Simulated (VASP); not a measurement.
# FeBiO4 (F-43m) in VASP: a series of runs

The runs below take FeBiO4 through single point, relaxation of cell and atoms, with PBE.

All numbers are computed with VASP 6.6.1; they aren't measurements. Logs are shortened: lines on timing, memory, paths and dates and some standing lists are left out, and cuts for length are marked.

## Step 1: The cell of the first run

Symmetry: F-43m, No. 216, cubic system. Conventional cell: a = 6.487 Å, b = 6.487 Å, c = 6.487 Å, α = 90.00°, β = 90.00°, γ = 90.00°. Fe (site symmetry -43m) has 12 O at 2.69 Å and 4 Bi at 2.81 Å within 3.5 Å. Within 3.5 Å of Bi (site symmetry -43m) lie 12 O at 2.69 Å and 4 Fe at 2.81 Å. O (site symmetry 3m) has 6 O at 2.29 to 2.30 Å and 3 Bi at 2.69 Å and 3 Fe at 2.69 Å within 3.0 Å.

The cell was built from a structure type or drawn by symmetry, and may not be a known phase.

## Step 2: Single point, PBE, collinear spin, ferromagnetic start

INCAR

```
SYSTEM = FeBiO4
PREC = Accurate
ENCUT = 520
EDIFF = 1E-7
ISMEAR = 0
SIGMA = 0.1
LREAL = .FALSE.
LASPH = .TRUE.
NELM = 150
ALGO = Normal
ISIF = 2
LWAVE = .FALSE.
LCHARG = .TRUE.
ISPIN = 2
MAGMOM = 4 0 0 0 0 0
LORBIT = 11
LMAXMIX = 4
GGA = PE
LELF = .TRUE.
LVHAR = .TRUE.
NBANDS = 36
```

KPOINTS

```
Automatic mesh
0
G
  4 4 4
  0 0 0
```

POSCAR

```
FeBiO4
1.0
    0.0000000000      3.2436711038      3.2436711038
    3.2436711038      0.0000000000      3.2436711038
    3.2436711038      3.2436711038      0.0000000000
Fe Bi O
1 1 4
Direct
    0.0000000000      0.0000000000      0.0000000000
    0.7500000000      0.7500000000      0.7500000000
    0.8745499082      0.3751500306      0.3751500306
    0.3751500306      0.3751500306      0.3751500306
    0.3751500306      0.8745499082      0.3751500306
    0.3751500306      0.3751500306      0.8745499082
```

Potentials or basis: VASP PAW PBE potentials, release 64 (Fe, Bi_d, O).

Command:

```sh
$ cat potpaw_PBE.64/Fe/POTCAR potpaw_PBE.64/Bi_d/POTCAR potpaw_PBE.64/O/POTCAR > POTCAR
$ mpirun -np 1 vasp_std > vasp.out
```

OUTCAR:

```text
SYSTEM = FeBiO4
   PREC = Accurate
   ENCUT = 520
   EDIFF = 1E-7
   ISMEAR = 0
   LREAL = .FALSE.
   LASPH = .TRUE.
   NELM = 150
   ISIF = 2
   ISPIN = 2
   LORBIT = 11
   GGA = PE

 ion  position               nearest neighbor table
   1  0.000  0.000  0.000-   2 2.81   2 2.81   2 2.81   2 2.81
   2  0.750  0.750  0.750-   6 2.69   6 2.69   3 2.69   5 2.69   3 2.69   5 2.69   4 2.69   4 2.69
                             4 2.69   3 2.69   5 2.69   6 2.69   1 2.81   1 2.81   1 2.81   1 2.81
   3  0.875  0.375  0.375-   2 2.69   2 2.69   2 2.69
   4  0.375  0.375  0.375-   2 2.69   2 2.69   2 2.69
   5  0.375  0.875  0.375-   2 2.69   2 2.69   2 2.69
   6  0.375  0.375  0.875-   2 2.69   2 2.69   2 2.69

  LATTYP: Found a face centered cubic cell.
 ALAT       =     6.4873422076

  Lattice vectors:

 A1 = (   0.0000000000,   3.2436711038,   3.2436711038)
 A2 = (   3.2436711038,   0.0000000000,   3.2436711038)
 A3 = (   3.2436711038,   3.2436711038,   0.0000000000)

Analysis of symmetry for initial positions (statically):
=====================================================================
 Subroutine PRICEL returns:
 Original cell was already a primitive cell.

 Routine SETGRP: Setting up the symmetry group for a
 face centered cubic supercell.

 Subroutine GETGRP returns: Found 24 space group operations
 (whereof 24 operations were pure point group operations)
 out of a pool of 48 trial point group operations.

The static configuration has the point symmetry T_d .

Analysis of symmetry for dynamics (positions and initial velocities):
=====================================================================
 Subroutine PRICEL returns:
 Original cell was already a primitive cell.

 Routine SETGRP: Setting up the symmetry group for a
 face centered cubic supercell.

 Subroutine GETGRP returns: Found 24 space group operations
 (whereof 24 operations were pure point group operations)
 out of a pool of 48 trial point group operations.

The dynamic configuration has the point symmetry T_d .

Analysis of structural, dynamic, and magnetic symmetry:
=====================================================================
 Subroutine PRICEL returns:
 Original cell was already a primitive cell.

 Routine SETGRP: Setting up the symmetry group for a
 face centered cubic supercell.

 Subroutine GETGRP returns: Found 24 space group operations
 (whereof 24 operations were pure point group operations)
 out of a pool of 48 trial point group operations.

The overall configuration has the point symmetry T_d .
[... 124 lines left out ...]
  volume of cell :       68.26
 maximum number of plane-waves:      1856
 NGX is ok and might be reduce to    36
   NGX = 17   NGY = 17   NGZ = 17

 number of electron      46.9999989 magnetization       2.5218718

 Free energy of the ion-electron system (eV)
  ---------------------------------------------------
  ext. energy  EPLUGINS =         0.00000000
  ---------------------------------------------------
  free energy    TOTEN  =       -26.71067418 eV

  energy without entropy =      -26.66907526  energy(sigma->0) =      -26.68987472

 E-fermi :   6.1472     XC(G=0): -11.8673

 val. band max:        6.1357561245   @ k =   0.5000   0.0000   0.0000
 cond. band min:       6.1480535885   @ k =   0.2500   0.0000   0.0000
 fundamental gap:      0.0122974640
 Fermi energy:         6.1471941325

 spin component 1

 k-point     1 :       0.0000    0.0000    0.0000
  band No.  band energies     occupation
      1     -17.0312      1.00000
      2     -17.0312      1.00000
      3     -17.0312      1.00000
      4     -16.9887      1.00000
      5     -16.9887      1.00000
      6     -13.4240      1.00000
[... 293 lines left out ...]
     34      17.1555      0.00000
     35      20.8232      0.00000
 Fermi energy:         6.1471941325

 spin component 2

 k-point     1 :       0.0000    0.0000    0.0000
  band No.  band energies     occupation
      1     -17.0564      1.00000
      2     -17.0564      1.00000
      3     -17.0564      1.00000
      4     -17.0048      1.00000
      5     -17.0048      1.00000
      6     -13.6264      1.00000
[... 293 lines left out ...]
     34      17.6856      0.00000
     35      20.9501      0.00000
 [bands above 35 left out]

------------------------ aborting loop because EDIFF is reached ----------------------------------------

  FORCE on cell =-STRESS in cart. coord.  units (eV):
  Direction    XX          YY          ZZ          XY          YZ          ZX
  --------------------------------------------------------------------------------------
  -------------------------------------------------------------------------------------
  Total        0.1239326      0.1239326      0.1239326      0.0000000     -0.0000000      0.0000000
  in kB        2.9090794      2.9090794      2.9090794      0.0000000     -0.0000000      0.0000000
  external PRESSURE =       2.9090794 kB  Pullay stress =       0.0000000 kB

 VOLUME and BASIS-vectors are now :
 -----------------------------------------------------------------------------
  energy-cutoff  :      520.00
  volume of cell :       68.26
      direct lattice vectors                 reciprocal lattice vectors
     0.000000000  3.243671104  3.243671104    -0.154146331  0.154146331  0.154146331
     3.243671104  0.000000000  3.243671104     0.154146331 -0.154146331  0.154146331
     3.243671104  3.243671104  0.000000000     0.154146331  0.154146331 -0.154146331

 POSITION                                       TOTAL-FORCE (eV/Angst)
 -----------------------------------------------------------------------------------
      0.00000      0.00000      0.00000        -0.000000     -0.000000     -0.000000
      4.86551      4.86551      4.86551        -0.000000     -0.000000     -0.000000
      2.43373      4.05362      4.05362        -0.013019      0.013019      0.013019
      2.43373      2.43373      2.43373        -0.013019     -0.013019     -0.013019
      4.05362      2.43373      4.05362         0.013019     -0.013019      0.013019
      4.05362      4.05362      2.43373         0.013019      0.013019     -0.013019
 -----------------------------------------------------------------------------------
    total drift:                                0.000000      0.000000      0.000000

  FREE ENERGIE OF THE ION-ELECTRON SYSTEM (eV)
  ---------------------------------------------------
  free  energy   TOTEN  =       -26.7106741764 eV

  energy  without entropy=      -26.6690752624  energy(sigma->0) =      -26.68987472

 total charge

# of ion       s       p       d       tot
------------------------------------------
    1        0.222   0.194   6.173   6.590
    2        1.617   0.902   9.996  12.514
    3        1.631   3.120   0.000   4.751
    4        1.631   3.120   0.000   4.751
    5        1.631   3.120   0.000   4.751
    6        1.631   3.120   0.000   4.751
--------------------------------------------------
tot          8.364  13.574  16.169  38.108

 magnetization (x)

# of ion       s       p       d       tot
------------------------------------------
    1        0.007   0.002   3.088   3.096
    2        0.015  -0.110  -0.004  -0.098
    3       -0.001  -0.105   0.000  -0.106
    4       -0.001  -0.105   0.000  -0.106
    5       -0.001  -0.105   0.000  -0.106
    6       -0.001  -0.105   0.000  -0.106
--------------------------------------------------
tot          0.016  -0.527   3.084   2.573
```

OSZICAR:

```text
N       E                     dE             d eps       ncg     rms          rms(c)
DAV:   1     0.538684833035E+03    0.53868E+03   -0.22959E+04  1184   0.160E+03
DAV:   2     0.361900442271E+02   -0.50249E+03   -0.45648E+03  1220   0.444E+02
[... 38 lines left out ...]
DAV:  41    -0.267106601056E+02   -0.51653E-04   -0.53492E-05  1400   0.410E-02    0.281E-02
DAV:  42    -0.267106698600E+02   -0.97545E-05   -0.96144E-06  1484   0.162E-02    0.158E-02
DAV:  43    -0.267106733216E+02   -0.34615E-05   -0.37236E-06  1452   0.104E-02    0.673E-03
DAV:  44    -0.267106740382E+02   -0.71661E-06   -0.10727E-06  1352   0.554E-03    0.518E-03
DAV:  45    -0.267106741760E+02   -0.13781E-06   -0.19081E-07   612   0.318E-03    0.137E-03
DAV:  46    -0.267106741764E+02   -0.44201E-09   -0.89240E-08   600   0.183E-03
   1 F= -.26710674E+02 E0= -.26689875E+02  d E =-.415989E-01  mag=     2.5219
```

stdout:

```text
POSCAR found type information on POSCAR FeBiO
 POSCAR found :  3 types and       6 ions
 scaLAPACK will be used
 LDA part: xc-table for (Slater+PW92), standard interpolation
 POSCAR, INCAR and KPOINTS ok, starting setup
 FFT: planning ... GRIDC
 FFT: planning ... GRID_SOFT
 FFT: planning ... GRID
 WAVECAR not read
 entering main loop
```

Wall time 2 min (1 thread of Intel Xeon Platinum 8488C (Sapphire Rapids), shared host); peak memory 0.26 GiB.

Results:

```
Free energy                                           : -26.7107 eV
Pressure                                              : 0.3 GPa
Largest force                                         : 0.023 eV/Å
Net moment                                            : 2.52 μB per cell
Site moments                                          : Fe +3.10; Bi -0.10; O -0.11 μB
Valence electrons inside the program's atomic spheres : Fe 6.59; Bi 12.51; O 4.75
```

Forces in eV/Å, atoms in the order of the input:
```
Fe   0.000  0.000  0.000
Bi   0.000  0.000  0.000
O   -0.013  0.013  0.013
O   -0.013 -0.013 -0.013
O    0.013 -0.013  0.013
O    0.013  0.013 -0.013
```

Levels at points of the mesh, in eV from the Fermi level:
Spin up:
| k point | band 23 | band 24 | band 25 | band 26 | band 27 | band 28 |
| --- | --- | --- | --- | --- | --- | --- |
| (0.00, 0.00, 0.00) | -0.16 | -0.16 | 1.22 | 1.22 | 1.22 | 1.97 |
| (0.50, 0.00, 0.00) | -1.39 | -1.19 | -0.13 | 0.51 | 1.17 | 1.17 |
| (0.50, 0.50, 0.00) | -1.58 | -1.30 | -1.20 | 0.99 | 0.99 | 1.83 |
Spin down:
```csv
k point,band 19,band 20,band 21,band 22,band 23,band 24,band 25,band 26
"(0.00, 0.00, 0.00)",-0.58,-0.05,-0.05,-0.05,0.55,0.55,0.55,1.26
"(0.50, 0.00, 0.00)",-2.15,-0.01,0.08,0.08,0.39,0.39,0.40,0.62
"(0.50, 0.50, 0.00)",-1.91,-1.42,-0.36,-0.36,0.35,0.37,0.40,0.40
```

Caveat: the k points lie up to 0.42 Å⁻¹ apart; spin-orbit coupling is left out, which moves the levels of the heavy elements; a cell with one magnetic atom can't hold antiferromagnetic order, which such compounds often take; semilocal functionals often make such compounds metallic where correlation or magnetic order opens a gap, which also shifts bond lengths. With open d or f shells a metallic result of PBE can be an artefact of self-interaction; +U or a hybrid may open a gap.

## Step 3: Relaxation of cell and atoms, PBE, collinear spin, ferromagnetic start

This run uses another cell than the first one, of 14.57 Å³/atom.

INCAR

```
SYSTEM = FeBiO4
PREC = Accurate
ENCUT = 600
EDIFF = 1E-7
ISMEAR = 0
SIGMA = 0.1
LREAL = .False.
LASPH = .True.
NELM = 150
ALGO = Normal
ISIF = 3
LWAVE = .False.
LCHARG = .False.
ISPIN = 2
MAGMOM = 4 0 0 0 0 0
LORBIT = 11
LMAXMIX = 4
GGA = PE
IBRION = 2
NSW = 90
EDIFFG = -0.04
```

KPOINTS

```
regular mesh
0
Gamma
  4 4 4
  0 0 0
```

POSCAR

```
FeBiO4
1.0
    0.0000000000      3.5227725000      3.5227725000
    3.5227725000      0.0000000000      3.5227725000
    3.5227725000      3.5227725000      0.0000000000
Fe Bi O
1 1 4
Direct
    0.0000000000      0.0000000000      0.0000000000
    0.7500000000      0.7500000000      0.7500000000
    0.8754939700      0.3748353400      0.3748353400
    0.3748353400      0.3748353400      0.3748353400
    0.3748353400      0.8754939700      0.3748353400
    0.3748353400      0.3748353400      0.8754939700
```

Potentials or basis: VASP PAW PBE potentials, release 64 (Fe, Bi_d, O).

Command:

```sh
$ cat potpaw_PBE.64/Fe/POTCAR potpaw_PBE.64/Bi_d/POTCAR potpaw_PBE.64/O/POTCAR > POTCAR
$ mpirun -np 1 vasp_std > vasp.out
```

Run time: 8.1 min. Hardware: 1 thread of Intel Xeon Platinum 8488C (Sapphire Rapids), shared host; peak memory 0.32 GiB.

Results (log left out):

```
Free energy                                           : -25.3467 eV
Relaxed volume                                        : 11.22 Å³/atom
Relaxed cell                                          : a = 4.566 Å, b = 4.566 Å, c = 4.566 Å, α = 60.00°, β = 60.00°, γ = 60.00°
Space group after relaxing (to 0.1 Å)                 : F-43m (No. 216)
Energy gained by relaxing                             : 1.3 meV/atom
Ionic steps                                           : 6
Pressure after relaxing                               : 0.0 GPa
Net moment                                            : 0.69 μB per cell
Site moments                                          : Fe -0.70; Bi +0.02; O +0.30 μB
Valence electrons inside the program's atomic spheres : Fe 6.69; Bi 12.52; O 4.74
```

Step by step:
```tsv
step	energy change (eV)	largest force (eV/Å)	pressure (GPa)	volume (Å³)
1	0.0000	0.0824	-17.81	87.43
2	0.0022	0.1356	-1.81	68.49
3	-0.0030	0.1648	0.63	67.02
4	-0.0039	0.1560	-0.02	67.41
5	-0.0072	0.0613	-0.03	67.36
6	-0.0078	0.0015	-0.05	67.33
```

Final structure:
```xyz
6
Lattice="0.0000 3.2289 3.2289 3.2289 0.0000 3.2289 3.2289 3.2289 0.0000" Properties=species:S:1:pos:R:3 pbc="T T T"
Fe    0.0000    0.0000    0.0000
Bi    4.8433    4.8433    4.8433
O     2.4156    4.0422    4.0422
O     2.4156    2.4156    2.4156
O     4.0422    2.4156    4.0422
O     4.0422    4.0422    2.4156
```

Levels at points of the mesh, in eV from the Fermi level:
Spin up:
```csv
k point,band 20,band 21,band 22,band 23,band 24,band 25,band 26,band 27,band 28,band 29
"(0.00, 0.00, 0.00)",-0.31,-0.31,-0.31,-0.09,-0.09,0.46,0.46,0.46,2.65,2.65
"(0.50, 0.00, 0.00)",-0.52,-0.52,-0.28,0.21,0.21,0.37,0.37,0.43,0.67,4.10
"(0.50, 0.50, 0.00)",-1.63,-0.86,-0.32,-0.32,0.05,0.25,0.25,0.37,2.11,4.02
```
Spin down:
| k point | band 21 | band 22 | band 23 | band 24 | band 25 | band 26 |
| --- | --- | --- | --- | --- | --- | --- |
| (0.00, 0.00, 0.00) | 0.06 | 0.06 | 0.30 | 0.30 | 1.39 | 1.39 |
| (0.50, 0.00, 0.00) | -0.67 | -0.66 | -0.03 | -0.03 | 0.10 | 0.80 |
| (0.50, 0.50, 0.00) | -1.07 | -1.07 | -0.89 | -0.51 | 0.44 | 1.13 |

Caveat: the k points lie up to 0.42 Å⁻¹ apart in the final cell; the volume moved by over 15 % at a fixed basis, so the end points are rough; spin-orbit coupling is left out, which moves the levels of the heavy elements; a cell with one magnetic atom can't hold antiferromagnetic order, which such compounds often take; semilocal functionals often make such compounds metallic where correlation or magnetic order opens a gap, which also shifts bond lengths. With open d or f shells a metallic result of PBE can be an artefact of self-interaction; +U or a hybrid may open a gap.
